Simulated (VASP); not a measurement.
Cs, 2 atoms in the cell. The structure is hexagonal, space group P6_3/mmc (No. 194). The conventional cell has a = 5.566 Å, b = 5.566 Å, c = 9.258 Å, α = 90.00°, β = 90.00°, γ = 120.00°. 

| Property | Result |
| --- | --- |
| Program | VASP 6.6.1 |
| Task | single point |
| Functional | PBE |
| Potentials or basis | VASP PAW PBE potentials, release 64 (Cs_sv) |
| Cutoff | 520 eV |
| k mesh | 7 × 7 × 4 |
| Occupations | fermi-dirac, width 0.05 eV |
| Spin | no spin polarisation |
| Dipole correction | no |
| Further INCAR settings | ALGO = Normal; EDIFF = 1e-06; NBANDS = 16 |

Potentials or basis: VASP PAW PBE potentials, release 64 (Cs_sv).

The run is started by

```sh
$ cat potpaw_PBE.64/Cs_sv/POTCAR > POTCAR
$ mpirun -np 1 vasp_std > vasp.out
```

Hardware: 1 thread of AMD EPYC 7R13 Processor (Zen 3) (shared host).

Q: Estimate the wall time of this run.

A: It took 49 s on 1 thread of AMD EPYC 7R13 Processor (Zen 3) (shared host), peak memory 0.32 GiB. Counts: scf iterations 10, k points 24.
